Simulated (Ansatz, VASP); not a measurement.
KF: VASP beside Ansatz

INCAR

```
ALGO     = Normal         # electronic algorithm
EDIFF    = 1E-7           # SCF threshold, eV
ENCUT    = 520            # plane-wave cutoff, eV
ISIF     = 2              # what is computed and relaxed
ISMEAR   = 0              # smearing method
LASPH    = T              # aspherical terms in the spheres
LCHARG   = F              # write CHGCAR
LREAL    = F              # projectors in reciprocal space
LWAVE    = F              # write WAVECAR
NBANDS   = 15             # bands
NELM     = 100            # most SCF steps
PREC     = Accurate       # precision mode
SIGMA    = 0.05           # smearing width, eV
```

The input KPOINTS:

```
k-points
0
Gamma
  8 8 8
```

File POSCAR:

```
KF
1.0
    0.0000000000      2.5817196783      2.7753486542
    2.5817196783      0.0000000000      2.7753486542
    2.5817196783      2.5817196783      0.0000000000
K F
1 1
Direct
    0.0000000000      0.0000000000      0.0000000000
    0.5000000000      0.5000000000      0.5000000000
```

Input for Ansatz:

```yaml
crystal:
  lattice:
    - [0.0, 2.5817196783, 2.7753486542]
    - [2.5817196783, 0.0, 2.7753486542]
    - [2.5817196783, 2.5817196783, 0.0]
  atoms:
    - { symbol: K, position: [0.0, 0.0, 0.0] }
    - { symbol: F, position: [0.5, 0.5, 0.5] }
basis:
  ecutwfc: 520.0
kpoints:
  mp_grid: { grid: [8, 8, 8] }
hamiltonian:
  xc: lda
scf:
  occupations: { method: gaussian, width: 0.05 }
output:
  forces: true
  stress: true
  eigenvalues: true
```

Change from the starting cell: normal strain along x +0.0000, normal strain along z +0.0750.

Alike in both runs: task single point; functional LDA; k mesh 8 × 8 × 8; occupations gaussian, width 0.05 eV; no spin polarisation.

|  | VASP | Ansatz |
| --- | --- | --- |
| version | VASP 6.6.1 | Ansatz 0.2.0 |
| potentials or method | VASP PAW LDA potentials, release 64 (K_sv, F), cutoff 520 eV | scalar-relativistic, plane waves, PAW |
| valence electrons in the cell | 16 | 16 |

```csv
,VASP,Ansatz,Ansatz less VASP
gap on the k mesh at the Fermi level (eV),5.88,5.90,+0.018
least direct gap on the mesh (eV),5.88,5.90,+0.018
pressure (GPa),-2.0,-2.2,-0.14
"traceless stress, the component that is largest in VASP (GPa)",-2.27,-2.14,+0.135
```

LDA's correlation is that of Perdew and Zunger in VASP and of Perdew and Wang (1992) in Ansatz.
